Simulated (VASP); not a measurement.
The system is CdSe.

```xyz
2
Lattice="0.0000 3.0703 3.0703 3.0703 0.0000 3.0703 3.0703 3.0703 0.0000" Properties=species:S:1:pos:R:3 pbc="T T T"
Cd    0.0000    0.0000    0.0000
Se    1.5351    1.5351    1.5351
```

| Item | Value |
| --- | --- |
| Program | VASP 6.6.1 |
| Task | relaxation of cell and atoms |
| Functional | SVWN5 |
| Potentials or basis | VASP PAW PBE potentials, release 64 (Cd, Se) |
| Cutoff | 600 eV |
| k mesh | 8 × 8 × 8 |
| Occupations | fermi-dirac, width 0.05 eV |
| Spin | no spin polarisation |

At the start: pressure -3.0 GPa; volume 28.94 Å³/atom.

Q: Where does the relaxation end?

A: Over 3 steps the energy falls by 16.8 meV/atom and the volume is 27.26 Å³/atom (-5.8 %); space group F-43m (No. 216, to 0.1 Å) before and after.

The path:
```csv
step,energy change (eV),largest force (eV/Å),pressure (GPa),volume (Å³)
1,0.0000,0.0000,-3.02,57.88
2,-0.0296,0.0000,1.22,53.43
3,-0.0337,0.0000,-0.02,54.51
```

Final structure:
```xyz
2
Lattice="0.0000 3.0094 3.0094 3.0094 0.0000 3.0094 3.0094 3.0094 0.0000" Properties=species:S:1:pos:R:3 pbc="T T T"
Cd    0.0000    0.0000    0.0000
Se    1.5047    1.5047    1.5047
```

Caveat: the PAW data sets were made with another functional, which shifts forces and pressure a little.
